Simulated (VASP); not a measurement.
# Li (Im-3m) in VASP: notebook

The runs below take Li through single point, with PBE.

Everything below comes from runs of VASP 6.6.1. Logs are shortened: lines on timing, memory, paths and dates and some standing lists are left out, and cuts for length are marked.

## (1) The cell of the first run

It takes space group Im-3m (No. 229, cubic). Conventional cell: a = 2.631 Å, b = 2.631 Å, c = 2.631 Å, α = 90.00°, β = 90.00°, γ = 90.00°. Within 3.0 Å of Li (site symmetry m-3m) lie 14 Li at 2.28 to 2.63 Å.

## (2) Single point, PBE (9.11 Å³/atom)

File INCAR:

```
ALGO = Normal ; EDIFF = 1E-6
ENCUT = 750 ; GGA = PE
GGA_COMPAT = F ; ISIF = 2
ISMEAR = -1 ; LASPH = T
LCHARG = T ; LELF = T
LREAL = F ; LVHAR = T
LWAVE = F ; NBANDS = 8
NELM = 120 ; PREC = Accurate
SIGMA = 0.1
```

File KPOINTS:

```
k-points
0
Gamma
  17 17 17
```

File POSCAR:

```
Li
1.0
   -1.3154554380      1.3154554380      1.3154554380
    1.3154554380     -1.3154554380      1.3154554380
    1.3154554380      1.3154554380     -1.3154554380
Li
1
Direct
    0.0000000000      0.0000000000      0.0000000000
```

Potentials or basis: VASP PAW PBE potentials, release 64 (Li_sv).

The run is started by

```bash
$ cat potpaw_PBE.64/Li_sv/POTCAR > POTCAR
$ mpirun -np 1 vasp_std > vasp.out
```

OUTCAR:

```text
EDIFF = 1E-6
   ENCUT = 750
   GGA = PE
   ISIF = 2
   ISMEAR = -1
   LASPH = T
   LREAL = F
   NELM = 120
   PREC = Accurate

 ion  position               nearest neighbor table
   1  0.000  0.000  0.000-

  LATTYP: Found a body centered cubic cell.
 ALAT       =     2.6309108760

  Lattice vectors:

 A1 = (  -1.3154554380,   1.3154554380,   1.3154554380)
 A2 = (   1.3154554380,  -1.3154554380,   1.3154554380)
 A3 = (   1.3154554380,   1.3154554380,  -1.3154554380)

Analysis of symmetry for initial positions (statically):
=====================================================================
 Subroutine PRICEL returns:
 Original cell was already a primitive cell.

 Routine SETGRP: Setting up the symmetry group for a
 body centered cubic supercell.

 Subroutine GETGRP returns: Found 48 space group operations
 (whereof 48 operations were pure point group operations)
 out of a pool of 48 trial point group operations.

The static configuration has the point symmetry O_h .

Analysis of symmetry for dynamics (positions and initial velocities):
=====================================================================
 Subroutine PRICEL returns:
 Original cell was already a primitive cell.

 Routine SETGRP: Setting up the symmetry group for a
 body centered cubic supercell.

 Subroutine GETGRP returns: Found 48 space group operations
 (whereof 48 operations were pure point group operations)
 out of a pool of 48 trial point group operations.

The dynamic configuration has the point symmetry O_h .

 Subroutine INISYM returns: Found 48 space group operations
 (whereof 48 operations are pure point group operations),
 and found     1 'primitive' translations

----------------------------------------------------------------------------------------

                                     Primitive cell

  volume of cell :       9.1052

  direct lattice vectors                    reciprocal lattice vectors
    -1.315455438  1.315455438  1.315455438     0.000000000  0.380096494  0.380096494
     1.315455438 -1.315455438  1.315455438     0.380096494  0.000000000  0.380096494
     1.315455438  1.315455438 -1.315455438     0.380096494  0.380096494  0.000000000

  length of vectors
     2.278435654  2.278435654  2.278435654     0.537537617  0.537537617  0.537537617

  position of ions in fractional coordinates (direct lattice)
[... 71 lines left out ...]
   ISPIN  =      1    spin polarized calculation?
   LNONCOLLINEAR =      F non collinear calculations
   LSORBIT =      F    spin-orbit coupling
   LASPH  =      T    aspherical Exc in radial PAW
   ENCUT  =  750.0 eV  55.12 Ry    7.42 a.u.   5.09  5.09  5.09*2*pi/ulx,y,z
   NELM   =    120;   NELMIN=  2; NELMDL= -5     # of ELM steps
   EDIFF  = 0.1E-05   stopping-criterion for ELM
   LREAL  =      F    real-space projection
   EDIFFG = 0.1E-04   stopping-criterion for IOM
   NSW    =      0    number of steps for IOM
   IBRION =     -1    ionic relax: 0-MD 1-quasi-New 2-CG
   NFREE  =      0    steps in history (QN), initial steepest desc. (CG)
   ISIF   =      2    stress and relaxation
   ISYM   =      2    0-nonsym 1-usesym 2-fastsym
   POTIM  = 0.5000    time-step for ionic-motion
   TEBEG  =    0.0;   TEEND  =   0.0 temperature during run
   PSTRESS=    0.0 pullay stress
   NELECT =       3.0000    total number of electrons
   NUPDOWN=      -1.0000    fix difference up-down
   EMIN   =  10.00;   EMAX   =-10.00  energy-range for DOS
   EFERMI =   0.00;   METHOD = LEGACY
   ISMEAR =    -1;   SIGMA  =   0.10  broadening in eV -4-tet -1-fermi 0-gaus
   EFERMI_NEDOS =   21; number of points for ismear=-14 and -15
   IALGO  =     38    algorithm
   IMIX   =      4    mixing-type and parameters
     AMIX     =   0.40;   BMIX     =  1.00
     AMIX_MAG =   1.60;   BMIX_MAG =  1.00
  volume/ion in A,a.u.               =       9.11        61.44
  Fermi-wavevector in a.u.,A,eV,Ry     =   1.130713  2.136738 17.395215  1.278512
  Thomas-Fermi vector in A             =   2.267410
   LORBIT       =      0    0 simple, 1 ext, 2 COOP (PROOUT), +10 PAW based schemes
   GGA     = PE    functional components
   LHFCALC =     F    Hartree Fock is set to
   AEXX    =    0.0000 exact exchange contribution
   IVDW    =     0    specifies the selected vdW correction
   LEPSILON=     F    determine dielectric tensor
   LRPA    =     F    only Hartree local field effects (RPA)
 non-spin polarized calculation
  energy-cutoff  :      750.00
  volume of cell :        9.11
 maximum number of plane-waves:       438
   NGX = 11   NGY = 11   NGZ = 11

 number of electron       3.0000005 magnetization

 Free energy of the ion-electron system (eV)
  ---------------------------------------------------
  ext. energy  EPLUGINS =         0.00000000
  ---------------------------------------------------
  free energy    TOTEN  =        -1.09907736 eV

  energy without entropy =       -1.08533295  energy(sigma->0) =       -1.09220516

 E-fermi :   3.8776     XC(G=0):  -9.3125

 val. band max:        3.8571176750   @ k =   0.4706   0.0588   0.0000
 cond. band min:       3.9171205491   @ k =  -0.2941   0.2941   0.2941
 fundamental gap:      0.0600028741
 Fermi energy:         3.8775514973

 k-point     1 :       0.0000    0.0000    0.0000
  band No.  band energies     occupation
      1     -41.8917      2.00000
      2      -0.2649      2.00000
      3      29.2991      0.00000
      4      29.2991      0.00000
      5      29.2991      0.00000
      6      36.3605      0.00000
      7      36.3605      0.00000
      8      36.3605      0.00000
[... 243 lines left out ...]
 k-point    24 :       0.1765    0.1765    0.0000
  band No.  band energies     occupation
      1     -41.6769      2.00000
      2       1.7097      2.00000
      3      17.1019      0.00000
      4      20.5377      0.00000
      5      24.1154      0.00000
      6      32.1402      0.00000
      7      33.9809      0.00000
      8      38.1126      0.00000

 [... further k-points ...]
[... 5 lines left out ...]
  --------------------------------------------------------------------------------------
  -------------------------------------------------------------------------------------
  Total        2.3849567      2.3849567      2.3849567      0.0000000     -0.0000000      0.0000000
  in kB      419.6649184    419.6649184    419.6649184      0.0000000     -0.0000000      0.0000000
  external PRESSURE =     419.6649184 kB  Pullay stress =       0.0000000 kB

 VOLUME and BASIS-vectors are now :
 -----------------------------------------------------------------------------
  energy-cutoff  :      750.00
  volume of cell :        9.11
      direct lattice vectors                 reciprocal lattice vectors
    -1.315455438  1.315455438  1.315455438     0.000000000  0.380096494  0.380096494
     1.315455438 -1.315455438  1.315455438     0.380096494  0.000000000  0.380096494
     1.315455438  1.315455438 -1.315455438     0.380096494  0.380096494  0.000000000

 POSITION                                       TOTAL-FORCE (eV/Angst)
 -----------------------------------------------------------------------------------
      0.00000      0.00000      0.00000        -0.000000      0.000000     -0.000000
 -----------------------------------------------------------------------------------
    total drift:                                0.000000     -0.000000      0.000000

  FREE ENERGIE OF THE ION-ELECTRON SYSTEM (eV)
  ---------------------------------------------------
  free  energy   TOTEN  =        -1.0990773571 eV

  energy  without entropy=       -1.0853329541  energy(sigma->0) =       -1.09220516
```

stdout:

```text
POSCAR found type information on POSCAR Li
 POSCAR found :  1 types and       1 ions
 scaLAPACK will be used
 LDA part: xc-table for (Slater+PW92), standard interpolation
 POSCAR, INCAR and KPOINTS ok, starting setup
 FFT: planning ... GRIDC
 FFT: planning ... GRID_SOFT
 FFT: planning ... GRID
 WAVECAR not read
 entering main loop
```

It took 16 s on 1 thread of Intel Xeon 8259CL, shared host; peak memory 0.12 GiB.

Results:

| Property | Result |
| --- | --- |
| Free energy | -1.0991 eV |
| Pressure | 42.0 GPa |
| Band gap on the k mesh | zero (an odd number of electrons rules out a gap without spin polarisation) |

Caveat: the cell stands under pressure.

## (3) Single point, PBE (9.11 Å³/atom)

File INCAR:

```
SYSTEM = Li
  PREC = Accurate
  ENCUT = 750
  EDIFF = 1E-6
  ISMEAR = -1
  SIGMA = 0.1
  LREAL = .FALSE.
  LASPH = .TRUE.
  NELM = 120
  ALGO = Normal
  ISIF = 2
  LWAVE = .FALSE.
  LCHARG = .FALSE.
  GGA = PE
  NBANDS = 8
  GGA_COMPAT = .FALSE.
```

File KPOINTS:

```
Automatic mesh
0
G
  17 17 17
  0 0 0
```

POSCAR is that of step 2.

Potentials or basis: VASP PAW PBE potentials, release 64 (Li_sv).

The run is started by

```bash
$ cat potpaw_PBE.64/Li_sv/POTCAR > POTCAR
$ mpirun -np 1 vasp_std > vasp.out
```

OUTCAR:

```text
SYSTEM = Li
   PREC = Accurate
   ENCUT = 750
   EDIFF = 1E-6
   ISMEAR = -1
   LREAL = .FALSE.
   LASPH = .TRUE.
   NELM = 120
   ISIF = 2
   GGA = PE

 ion  position               nearest neighbor table
   1  0.000  0.000  0.000-

  LATTYP: Found a body centered cubic cell.
 ALAT       =     2.6309108760

  Lattice vectors:

 A1 = (  -1.3154554380,   1.3154554380,   1.3154554380)
 A2 = (   1.3154554380,  -1.3154554380,   1.3154554380)
 A3 = (   1.3154554380,   1.3154554380,  -1.3154554380)

Analysis of symmetry for initial positions (statically):
[... 432 lines left out ...]
      1     -41.6769      2.00000
      2       1.7097      2.00000
      3      17.1019      0.00000
      4      20.5377      0.00000
      5      24.1154      0.00000
      6      32.1402      0.00000
      7      33.9809      0.00000
      8      38.1126      0.00000

 [... further k-points ...]
[... 5 lines left out ...]
  --------------------------------------------------------------------------------------
  -------------------------------------------------------------------------------------
  Total        2.3849567      2.3849567      2.3849567      0.0000000     -0.0000000      0.0000000
  in kB      419.6649184    419.6649184    419.6649184      0.0000000     -0.0000000      0.0000000
  external PRESSURE =     419.6649184 kB  Pullay stress =       0.0000000 kB

 VOLUME and BASIS-vectors are now :
 -----------------------------------------------------------------------------
  energy-cutoff  :      750.00
  volume of cell :        9.11
      direct lattice vectors                 reciprocal lattice vectors
    -1.315455438  1.315455438  1.315455438     0.000000000  0.380096494  0.380096494
     1.315455438 -1.315455438  1.315455438     0.380096494  0.000000000  0.380096494
     1.315455438  1.315455438 -1.315455438     0.380096494  0.380096494  0.000000000

 POSITION                                       TOTAL-FORCE (eV/Angst)
 -----------------------------------------------------------------------------------
      0.00000      0.00000      0.00000        -0.000000      0.000000     -0.000000
 -----------------------------------------------------------------------------------
    total drift:                                0.000000     -0.000000      0.000000

  FREE ENERGIE OF THE ION-ELECTRON SYSTEM (eV)
  ---------------------------------------------------
  free  energy   TOTEN  =        -1.0990773571 eV

  energy  without entropy=       -1.0853329541  energy(sigma->0) =       -1.09220516
```

OSZICAR:

```text
N       E                     dE             d eps       ncg     rms          rms(c)
DAV:   1     0.118479841368E+01    0.11848E+01   -0.11113E+03  2768   0.377E+02
DAV:   2    -0.105364738117E+01   -0.22384E+01   -0.20305E+01  3880   0.371E+01
DAV:   3    -0.106862338949E+01   -0.14976E-01   -0.14942E-01  2928   0.298E+00
DAV:   4    -0.106868065575E+01   -0.57266E-04   -0.57266E-04  3832   0.132E-01
DAV:   5    -0.106868074929E+01   -0.93540E-07   -0.93702E-07  3056   0.382E-03    0.121E+00
DAV:   6    -0.108656899594E+01   -0.17888E-01   -0.35420E-03  2800   0.277E-01    0.787E-01
DAV:   7    -0.109910720945E+01   -0.12538E-01   -0.13373E-02  2656   0.614E-01    0.368E-02
DAV:   8    -0.109907353052E+01    0.33679E-04   -0.62418E-05  3384   0.422E-02    0.101E-02
DAV:   9    -0.109907738419E+01   -0.38537E-05   -0.71356E-06  3040   0.243E-02    0.680E-04
DAV:  10    -0.109907735708E+01    0.27110E-07   -0.40690E-07  3576   0.382E-03
   1 F= -.10990774E+01 E0= -.10922052E+01  d E =-.137444E-01
```

Run time: 18 s. Hardware: 1 thread of Intel Xeon 8259CL, shared host; peak memory 0.13 GiB.

Results:

```
Free energy            : -1.0991 eV
Pressure               : 42.0 GPa
Band gap on the k mesh : zero (an odd number of electrons rules out a gap without spin polarisation)
```

Caveat: the cell stands under pressure.

## (4) Single point, PBE (11.13 Å³/atom)

This run uses another cell than the first one, of 11.13 Å³/atom.

File INCAR:

```
SYSTEM = Li
PREC = Accurate
ENCUT = 750
EDIFF = 1E-6
ISMEAR = -1
SIGMA = 0.1
LREAL = .FALSE.
LASPH = .TRUE.
NELM = 120
ALGO = Normal
ISIF = 2
LWAVE = .FALSE.
LCHARG = .FALSE.
GGA = PE
NBANDS = 8
GGA_COMPAT = .FALSE.
```

File KPOINTS:

```
regular mesh
0
G
  17 17 17
  0 0 0
```

File POSCAR:

```
Li
1.0
   -1.4064561590      1.4064561590      1.4064561590
    1.4064561590     -1.4064561590      1.4064561590
    1.4064561590      1.4064561590     -1.4064561590
Li
1
Direct
    0.0000000000      0.0000000000      0.0000000000
```

Potentials or basis: VASP PAW PBE potentials, release 64 (Li_sv).

The run is started by

```bash
$ cat potpaw_PBE.64/Li_sv/POTCAR > POTCAR
$ mpirun -np 1 vasp_std > vasp.out
```

OUTCAR:

```text
SYSTEM = Li
   PREC = Accurate
   ENCUT = 750
   EDIFF = 1E-6
   ISMEAR = -1
   LREAL = .FALSE.
   LASPH = .TRUE.
   NELM = 120
   ISIF = 2
   GGA = PE

 ion  position               nearest neighbor table
   1  0.000  0.000  0.000-

  LATTYP: Found a body centered cubic cell.
 ALAT       =     2.8129123180

  Lattice vectors:

 A1 = (  -1.4064561590,   1.4064561590,   1.4064561590)
 A2 = (   1.4064561590,  -1.4064561590,   1.4064561590)
 A3 = (   1.4064561590,   1.4064561590,  -1.4064561590)

Analysis of symmetry for initial positions (statically):
[... 433 lines left out ...]
      1     -42.8364      2.00000
      2       0.7159      2.00000
      3      14.5199      0.00000
      4      17.2778      0.00000
      5      20.5392      0.00000
      6      27.6873      0.00000
      7      29.1297      0.00000
      8      32.9218      0.00000

 [... further k-points ...]
[... 5 lines left out ...]
  --------------------------------------------------------------------------------------
  -------------------------------------------------------------------------------------
  Total        1.5528524      1.5528524      1.5528524      0.0000000     -0.0000000     -0.0000000
  in kB      223.5641544    223.5641544    223.5641544      0.0000000     -0.0000000     -0.0000000
  external PRESSURE =     223.5641544 kB  Pullay stress =       0.0000000 kB

 VOLUME and BASIS-vectors are now :
 -----------------------------------------------------------------------------
  energy-cutoff  :      750.00
  volume of cell :       11.13
      direct lattice vectors                 reciprocal lattice vectors
    -1.406456159  1.406456159  1.406456159     0.000000000  0.355503438  0.355503438
     1.406456159 -1.406456159  1.406456159     0.355503438  0.000000000  0.355503438
     1.406456159  1.406456159 -1.406456159     0.355503438  0.355503438  0.000000000

 POSITION                                       TOTAL-FORCE (eV/Angst)
 -----------------------------------------------------------------------------------
      0.00000      0.00000      0.00000        -0.000000     -0.000000      0.000000
 -----------------------------------------------------------------------------------
    total drift:                                0.000000      0.000000     -0.000000

  FREE ENERGIE OF THE ION-ELECTRON SYSTEM (eV)
  ---------------------------------------------------
  free  energy   TOTEN  =        -1.4970605936 eV

  energy  without entropy=       -1.4821846129  energy(sigma->0) =       -1.48962260
```

OSZICAR:

```text
N       E                     dE             d eps       ncg     rms          rms(c)
DAV:   1     0.811242068129E+00    0.81124E+00   -0.94096E+02  2680   0.341E+02
DAV:   2    -0.145113759290E+01   -0.22624E+01   -0.21555E+01  3832   0.385E+01
DAV:   3    -0.148443442014E+01   -0.33297E-01   -0.33279E-01  2936   0.349E+00
DAV:   4    -0.148470584806E+01   -0.27143E-03   -0.27143E-03  3960   0.204E-01
DAV:   5    -0.148470986427E+01   -0.40162E-05   -0.40164E-05  2968   0.101E-02    0.759E-01
DAV:   6    -0.149199860991E+01   -0.72887E-02   -0.17673E-03  2960   0.175E-01    0.496E-01
DAV:   7    -0.149709132723E+01   -0.50927E-02   -0.53546E-03  2680   0.354E-01    0.308E-02
DAV:   8    -0.149706206339E+01    0.29264E-04   -0.30685E-05  3104   0.415E-02    0.664E-03
DAV:   9    -0.149706100336E+01    0.10600E-05   -0.24928E-06  3304   0.152E-02    0.654E-04
DAV:  10    -0.149706059363E+01    0.40973E-06   -0.31719E-08  2688   0.161E-03
   1 F= -.14970606E+01 E0= -.14896226E+01  d E =-.148760E-01
```

stdout:

```text
POSCAR found type information on POSCAR Li
 POSCAR found :  1 types and       1 ions
 scaLAPACK will be used
 LDA part: xc-table for (Slater+PW92), standard interpolation
 POSCAR, INCAR and KPOINTS ok, starting setup
 FFT: planning ... GRIDC
 FFT: planning ... GRID_SOFT
 FFT: planning ... GRID
 WAVECAR not read
 entering main loop
```

Run time: 18 s. Hardware: 1 thread of Intel Xeon 8259CL, shared host; peak memory 0.14 GiB.

Results:

- Free energy: -1.4971 eV
- Pressure: 22.4 GPa
- Band gap on the k mesh: zero (an odd number of electrons rules out a gap without spin polarisation)

Caveat: the cell stands under pressure.

## (5) Single point, PBE (13.15 Å³/atom)

This run uses another cell than the first one, of 13.15 Å³/atom.

File INCAR:

```
SYSTEM = Li
PREC = Accurate
ENCUT = 750
EDIFF = 1E-6
ISMEAR = -1
SIGMA = 0.1
LREAL = .False.
LASPH = .True.
NELM = 120
ALGO = Normal
ISIF = 2
LWAVE = .False.
LCHARG = .False.
GGA = PE
NBANDS = 8
GGA_COMPAT = .False.
```

File KPOINTS:

```
regular mesh
0
Gamma
  17 17 17
  0 0 0
```

File POSCAR:

```
Li
1.0
   -1.4869958447      1.4869958447      1.4869958447
    1.4869958447     -1.4869958447      1.4869958447
    1.4869958447      1.4869958447     -1.4869958447
Li
1
Direct
    0.0000000000      0.0000000000      0.0000000000
```

The run is started by

```bash
$ cat potpaw_PBE.64/Li_sv/POTCAR > POTCAR
$ mpirun -np 1 vasp_std > vasp.out
```

It took 19 s on 1 thread of Intel Xeon 8259CL, shared host; peak memory 0.14 GiB.

Results (log left out):

| Quantity | Value |
| --- | --- |
| Free energy | -1.7122 eV |
| Pressure | 12.1 GPa |
| Band gap on the k mesh | zero (an odd number of electrons rules out a gap without spin polarisation) |

Levels at points of the mesh, in eV from the Fermi level:
| k point | band 1 | band 2 | band 3 | band 4 |
| --- | --- | --- | --- | --- |
| (0.00, 0.00, 0.00) | -45.94 | -4.07 | 19.80 | 19.80 |

Caveat: the cell stands under pressure.

## (6) Overview

```tsv
cell	gap on the mesh (eV)	pressure (GPa)
a = 2.278 Å, angles 109.5°, 1 atom	none	42.0
a = 2.436 Å, angles 109.5°, 1 atom	none	22.4
a = 2.576 Å, angles 109.5°, 1 atom	none	12.1
```

Alike in all rows: task single point; level PBE; potentials or basis VASP PAW PBE potentials, release 64 (Li_sv); no spin polarisation; k mesh 17 × 17 × 17; cutoff (eV) 750; smearing fermi-dirac 0.1 eV.

Caveats: the cell stands under pressure.

Absolute energies hang on the potentials; compare differences alone.
